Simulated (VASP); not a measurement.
# V (Im-3m) in VASP: a series of runs

The runs below take V through single point, with PBE+U, LDA+U.

All numbers are computed with VASP 6.6.1; they aren't measurements. Logs are shortened: lines on timing, memory, paths and dates and some standing lists are left out, and cuts for length are marked.

## (1) The cell of the first run

It takes space group Im-3m (No. 229, cubic). Conventional cell: a = 3.026 Å, b = 3.026 Å, c = 3.026 Å, α = 90.00°, β = 90.00°, γ = 90.00°. Within 3.5 Å of V (site symmetry m-3m) lie 14 V at 2.62 to 3.03 Å.

## (2) Single point, PBE+U, collinear spin, ferromagnetic start

File INCAR:

```
SYSTEM = V
PREC = Accurate
ENCUT = 500
EDIFF = 1E-6
ISMEAR = 0
SIGMA = 0.1
LREAL = .False.
LASPH = .True.
NELM = 200
ALGO = Normal
ISIF = 2
LWAVE = .False.
LCHARG = .True.
ISPIN = 2
MAGMOM = 0.51
LORBIT = 11
LMAXMIX = 4
LDAU = .True.
LDAUTYPE = 2
LDAUL = 2
LDAUU = 3.9
LDAUJ = 0
LDAUPRINT = 1
GGA = PE
LELF = .True.
LVHAR = .True.
NBANDS = 16
GGA_COMPAT = .False.
```

File KPOINTS:

```
Automatic mesh
0
Gamma
  6 6 6
  0 0 0
```

File POSCAR:

```
V
1.0
   -1.5130000000      1.5130000000      1.5130000000
    1.5130000000     -1.5130000000      1.5130000000
    1.5130000000      1.5130000000     -1.5130000000
V
1
Direct
    0.0000000000      0.0000000000      0.0000000000
```

Potentials or basis: VASP PAW PBE potentials, release 64 (V_sv).

Command:

```
$ cat potpaw_PBE.64/V_sv/POTCAR > POTCAR
$ mpirun -np 1 vasp_std > vasp.out
```

OUTCAR:

```text
SYSTEM = V
   PREC = Accurate
   ENCUT = 500
   EDIFF = 1E-6
   ISMEAR = 0
   LREAL = .False.
   LASPH = .True.
   NELM = 200
   ISIF = 2
   ISPIN = 2
   LORBIT = 11
   GGA = PE

 ion  position               nearest neighbor table
   1  0.000  0.000  0.000-

  LATTYP: Found a body centered cubic cell.
 ALAT       =     3.0260000000

  Lattice vectors:

 A1 = (  -1.5130000000,   1.5130000000,   1.5130000000)
 A2 = (   1.5130000000,  -1.5130000000,   1.5130000000)
 A3 = (   1.5130000000,   1.5130000000,  -1.5130000000)

Analysis of symmetry for initial positions (statically):
=====================================================================
 Subroutine PRICEL returns:
 Original cell was already a primitive cell.

 Routine SETGRP: Setting up the symmetry group for a
 body centered cubic supercell.

 Subroutine GETGRP returns: Found 48 space group operations
 (whereof 48 operations were pure point group operations)
 out of a pool of 48 trial point group operations.

The static configuration has the point symmetry O_h .

Analysis of symmetry for dynamics (positions and initial velocities):
=====================================================================
 Subroutine PRICEL returns:
 Original cell was already a primitive cell.

 Routine SETGRP: Setting up the symmetry group for a
 body centered cubic supercell.

 Subroutine GETGRP returns: Found 48 space group operations
 (whereof 48 operations were pure point group operations)
 out of a pool of 48 trial point group operations.

The dynamic configuration has the point symmetry O_h .

Analysis of structural, dynamic, and magnetic symmetry:
=====================================================================
 Subroutine PRICEL returns:
 Original cell was already a primitive cell.

 Routine SETGRP: Setting up the symmetry group for a
 body centered cubic supercell.

 Subroutine GETGRP returns: Found 48 space group operations
 (whereof 48 operations were pure point group operations)
 out of a pool of 48 trial point group operations.

The overall configuration has the point symmetry O_h .

 Subroutine INISYM returns: Found 48 space group operations
 (whereof 48 operations are pure point group operations),
 and found     1 'primitive' translations

----------------------------------------------------------------------------------------

                                     Primitive cell

  volume of cell :      13.8541

  direct lattice vectors                    reciprocal lattice vectors
    -1.513000000  1.513000000  1.513000000     0.000000000  0.330469266  0.330469266
     1.513000000 -1.513000000  1.513000000     0.330469266  0.000000000  0.330469266
     1.513000000  1.513000000 -1.513000000     0.330469266  0.330469266  0.000000000

  length of vectors
     2.620592872  2.620592872  2.620592872     0.467354118  0.467354118  0.467354118

  position of ions in fractional coordinates (direct lattice)
     0.000000000  0.000000000  0.000000000

  ion indices of the primitive-cell ions
   primitive index   ion index
                 1           1

----------------------------------------------------------------------------------------

 KPOINTS: Automatic mesh

Automatic generation of k-mesh.
 Grid dimensions read from file:
 generate k-points for:    6    6    6

 Generating k-lattice:

  Cartesian coordinates                     Fractional coordinates (reciprocal lattice)
     0.000000000  0.055078211  0.055078211     0.166666667  0.000000000  0.000000000
     0.055078211  0.000000000  0.055078211     0.000000000  0.166666667  0.000000000
     0.055078211  0.055078211  0.000000000     0.000000000  0.000000000  0.166666667

  Length of vectors
     0.077892353  0.077892353  0.077892353

  Shift w.r.t. Gamma in fractional coordinates (k-lattice)
     0.000000000  0.000000000  0.000000000

 Subroutine IBZKPT returns following result:
 ===========================================

 Found     16 irreducible k-points:

 Following reciprocal coordinates:
            Coordinates               Weight
  0.000000  0.000000  0.000000      1.000000
  0.166667  0.000000  0.000000     12.000000
  0.333333  0.000000  0.000000     12.000000
  0.500000  0.000000  0.000000      6.000000
  0.166667  0.166667  0.000000     24.000000
  0.333333  0.166667  0.000000     48.000000
[... 8 lines left out ...]
  0.500000  0.500000  0.333333     12.000000
  0.500000  0.500000  0.500000      1.000000
   k-points           NKPTS =     16   k-points in BZ     NKDIM =     16   number of bands    NBANDS=     16
   number of dos      NEDOS =    301   number of ions     NIONS =      1
   total plane-waves  NPLWV =   8000
   dimension x,y,z NGX =    20 NGY =   20 NGZ =   20
   dimension x,y,z NGXF=    40 NGYF=   40 NGZF=   40
   ions per type =               1
   NGX,Y,Z   is equivalent  to a cutoff of  12.69, 12.69, 12.69 a.u.
   NGXF,Y,Z  is equivalent  to a cutoff of  25.38, 25.38, 25.38 a.u.
 SYSTEM =  V
   PREC   = accura    normal or accurate (medium, high low for compatibility)
   ISTART =      0    job   : 0-new  1-cont  2-samecut
   ICHARG =      2    charge: 1-file 2-atom 10-const
   ISPIN  =      2    spin polarized calculation?
   LNONCOLLINEAR =      F non collinear calculations
   LSORBIT =      F    spin-orbit coupling
   LASPH  =      T    aspherical Exc in radial PAW
   ENCUT  =  500.0 eV  36.75 Ry    6.06 a.u.   4.78  4.78  4.78*2*pi/ulx,y,z
   NELM   =    200;   NELMIN=  2; NELMDL= -5     # of ELM steps
   EDIFF  = 0.1E-05   stopping-criterion for ELM
   LREAL  =      F    real-space projection
   EDIFFG = 0.1E-04   stopping-criterion for IOM
   NSW    =      0    number of steps for IOM
   IBRION =     -1    ionic relax: 0-MD 1-quasi-New 2-CG
   NFREE  =      0    steps in history (QN), initial steepest desc. (CG)
   ISIF   =      2    stress and relaxation
   ISYM   =      2    0-nonsym 1-usesym 2-fastsym
   POTIM  = 0.5000    time-step for ionic-motion
   TEBEG  =    0.0;   TEEND  =   0.0 temperature during run
   PSTRESS=    0.0 pullay stress
   NELECT =      13.0000    total number of electrons
   NUPDOWN=      -1.0000    fix difference up-down
   EMIN   =  10.00;   EMAX   =-10.00  energy-range for DOS
   EFERMI =   0.00;   METHOD = LEGACY
   ISMEAR =     0;   SIGMA  =   0.10  broadening in eV -4-tet -1-fermi 0-gaus
   EFERMI_NEDOS =   21; number of points for ismear=-14 and -15
   IALGO  =     38    algorithm
   IMIX   =      4    mixing-type and parameters
     AMIX     =   0.40;   BMIX     =  1.00
     AMIX_MAG =   1.60;   BMIX_MAG =  1.00
  volume/ion in A,a.u.               =      13.85        93.49
  Fermi-wavevector in a.u.,A,eV,Ry     =   1.602742  3.028744 34.950411  2.568783
  Thomas-Fermi vector in A             =   2.699515
   LORBIT       =     11    0 simple, 1 ext, 2 COOP (PROOUT), +10 PAW based schemes
 LDA+U is selected, type is set to LDAUTYPE =  2
   angular momentum for each species LDAUL =     2
   U (eV)           for each species LDAUU =   3.9
   J (eV)           for each species LDAUJ =   0.0
   GGA     = PE    functional components
   LHFCALC =     F    Hartree Fock is set to
   AEXX    =    0.0000 exact exchange contribution
   IVDW    =     0    specifies the selected vdW correction
   LEPSILON=     F    determine dielectric tensor
   LRPA    =     F    only Hartree local field effects (RPA)
 spin polarized calculation
 Gauss-broadening in eV      SIGMA  =   0.10
  energy-cutoff  :      500.00
  volume of cell :       13.85
 maximum number of plane-waves:       370
   NGX =  9   NGY =  9   NGZ =  9

atom =   1  type =  1  l = 2

 onsite density matrix

spin component  1

  0.5018 -0.0000 -0.0000 -0.0000  0.0000
 -0.0000  0.5018 -0.0000 -0.0000 -0.0000
 -0.0000 -0.0000  0.1971  0.0000  0.0000
 -0.0000 -0.0000  0.0000  0.5018 -0.0000
  0.0000 -0.0000  0.0000 -0.0000  0.1971

spin component  2

  0.1782 -0.0000  0.0000  0.0000 -0.0000
 -0.0000  0.1782 -0.0000  0.0000 -0.0000
  0.0000 -0.0000  0.2643 -0.0000 -0.0000
  0.0000  0.0000 -0.0000  0.1782 -0.0000
 -0.0000 -0.0000 -0.0000 -0.0000  0.2643

 occupancies and eigenvectors

  o =  0.1782  v =  0.0000  0.0000  0.0000  0.0000  0.0000  1.0000  0.0000  0.0000  0.0000  0.0000      0.0000  0.0000  0.0000  0.0000  0.0000  0.0000  0.0000  0.0000  0.0000  0.0000
  o =  0.1782  v =  0.0000  0.0000  0.0000  0.0000  0.0000  0.0000  0.9587 -0.0000  0.2845 -0.0000      0.0000  0.0000  0.0000  0.0000  0.0000  0.0000  0.0000  0.0000  0.0000  0.0000
  o =  0.1782  v =  0.0000  0.0000  0.0000  0.0000  0.0000  0.0000 -0.2845  0.0000  0.9587  0.0000      0.0000  0.0000  0.0000  0.0000  0.0000  0.0000  0.0000  0.0000  0.0000  0.0000
  o =  0.1971  v =  0.0000  0.0000  1.0000 -0.0000  0.0075  0.0000  0.0000  0.0000  0.0000  0.0000      0.0000  0.0000  0.0000  0.0000  0.0000  0.0000  0.0000  0.0000  0.0000  0.0000
  o =  0.1971  v =  0.0000  0.0000 -0.0075 -0.0000  1.0000  0.0000  0.0000  0.0000  0.0000  0.0000      0.0000  0.0000  0.0000  0.0000  0.0000  0.0000  0.0000  0.0000  0.0000  0.0000
  o =  0.2643  v =  0.0000  0.0000  0.0000  0.0000  0.0000  0.0000 -0.0000 -0.9959  0.0000 -0.0902      0.0000  0.0000  0.0000  0.0000  0.0000  0.0000  0.0000  0.0000  0.0000  0.0000
  o =  0.2643  v =  0.0000  0.0000  0.0000  0.0000  0.0000  0.0000 -0.0000  0.0902 -0.0000 -0.9959      0.0000  0.0000  0.0000  0.0000  0.0000  0.0000  0.0000  0.0000  0.0000  0.0000
  o =  0.5018  v =  0.0000  0.3441 -0.0000 -0.9389 -0.0000  0.0000  0.0000  0.0000  0.0000  0.0000      0.0000  0.0000  0.0000  0.0000  0.0000  0.0000  0.0000  0.0000  0.0000  0.0000
  o =  0.5018  v =  0.0000  0.9389 -0.0000  0.3441 -0.0000  0.0000  0.0000  0.0000  0.0000  0.0000      0.0000  0.0000  0.0000  0.0000  0.0000  0.0000  0.0000  0.0000  0.0000  0.0000
  o =  0.5018  v =  1.0000  0.0000  0.0000  0.0000  0.0000  0.0000  0.0000  0.0000  0.0000  0.0000      0.0000  0.0000  0.0000  0.0000  0.0000  0.0000  0.0000  0.0000  0.0000  0.0000

 number of electron      12.9999996 magnetization       0.9435073

 Free energy of the ion-electron system (eV)
  ---------------------------------------------------
  ext. energy  EPLUGINS =         0.00000000
  ---------------------------------------------------
  free energy    TOTEN  =        -5.02421239 eV

  energy without entropy =       -5.01417856  energy(sigma->0) =       -5.01919548

 E-fermi :  10.0835     XC(G=0): -12.7716

 val. band max:       10.0742395935   @ k =   0.1667   0.1667   0.0000
 cond. band min:      10.1054340452   @ k =   0.3333   0.1667   0.0000
 fundamental gap:      0.0311944517
 Fermi energy:        10.0834739132

 spin component 1

 k-point     1 :       0.0000    0.0000    0.0000
  band No.  band energies     occupation
      1     -55.0273      1.00000
      2     -28.3572      1.00000
      3     -28.3572      1.00000
      4     -28.3572      1.00000
      5       2.6434      1.00000
      6       9.0376      1.00000
[... 8 lines left out ...]
     15      36.9615      0.00000
     16      39.8817      0.00000
[... 267 lines left out ...]
 k-point    16 :       0.5000    0.5000    0.5000
  band No.  band energies     occupation
      1     -54.7312      1.00000
      2     -28.9177      1.00000
      3     -28.9177      1.00000
      4     -28.9177      1.00000
      5       7.2108      1.00000
      6       7.2109      1.00000
[... 8 lines left out ...]
     15      30.4793      0.00000
     16      40.5840      0.00000
 Fermi energy:        10.0834739132

 spin component 2

 k-point     1 :       0.0000    0.0000    0.0000
  band No.  band energies     occupation
      1     -54.2230      1.00000
      2     -27.5606      1.00000
      3     -27.5606      1.00000
      4     -27.5606      1.00000
      5       3.0429      1.00000
      6      11.3870      0.00000
[... 8 lines left out ...]
     15      36.7049      0.00000
     16      41.2699      0.00000
[... 267 lines left out ...]
 k-point    16 :       0.5000    0.5000    0.5000
  band No.  band energies     occupation
      1     -53.9284      1.00000
      2     -28.1122      1.00000
      3     -28.1122      1.00000
      4     -28.1122      1.00000
      5       7.1749      1.00000
      6       7.1749      1.00000
[... 8 lines left out ...]
     15      30.6532      0.00000
     16      41.9509      0.00000

------------------------ aborting loop because EDIFF is reached ----------------------------------------

  FORCE on cell =-STRESS in cart. coord.  units (eV):
  Direction    XX          YY          ZZ          XY          YZ          ZX
  --------------------------------------------------------------------------------------
  -------------------------------------------------------------------------------------
  Total        1.1001128      1.1001128      1.1001128      0.0000000      0.0000000     -0.0000000
  in kB      127.2245777    127.2245777    127.2245777      0.0000000      0.0000000     -0.0000000
  external PRESSURE =     127.2245777 kB  Pullay stress =       0.0000000 kB

 VOLUME and BASIS-vectors are now :
 -----------------------------------------------------------------------------
  energy-cutoff  :      500.00
  volume of cell :       13.85
      direct lattice vectors                 reciprocal lattice vectors
    -1.513000000  1.513000000  1.513000000     0.000000000  0.330469266  0.330469266
     1.513000000 -1.513000000  1.513000000     0.330469266  0.000000000  0.330469266
     1.513000000  1.513000000 -1.513000000     0.330469266  0.330469266  0.000000000

 POSITION                                       TOTAL-FORCE (eV/Angst)
 -----------------------------------------------------------------------------------
      0.00000      0.00000      0.00000        -0.000000      0.000000      0.000000
 -----------------------------------------------------------------------------------
    total drift:                                0.000000     -0.000000     -0.000000

  FREE ENERGIE OF THE ION-ELECTRON SYSTEM (eV)
  ---------------------------------------------------
  free  energy   TOTEN  =        -5.0242123915 eV

  energy  without entropy=       -5.0141785589  energy(sigma->0) =       -5.01919548

 total charge

# of ion       s       p       d       tot
------------------------------------------
    1        2.348   6.259   2.936  11.543

 magnetization (x)

# of ion       s       p       d       tot
------------------------------------------
    1        0.005   0.029   0.833   0.867
```

It took 23 s on 1 thread of AMD EPYC 7R13, shared host; peak memory 0.1 GiB.

Results:

| Item | Value |
| --- | --- |
| Free energy | -5.0242 eV |
| Pressure | 12.7 GPa |
| Net moment | 0.94 μB per cell |
| Site moments | V +0.87 μB |
| Valence electrons inside the program's atomic spheres | V 11.54 |

Eigenvalues of the final occupation matrices:
| site | spin | trace | eigenvalues |
| --- | --- | --- | --- |
| site 1 d | 1 | 1.90 | 0.20 0.20 0.50 0.50 0.50 |
| site 1 d | 2 | 1.06 | 0.18 0.18 0.18 0.26 0.26 |

Caveat: the k points lie up to 0.49 Å⁻¹ apart; the U is typed as a test and isn't derived for this compound. The state reached can hang on the start; a lower one may exist.

(Continued in part 2 of 2.)
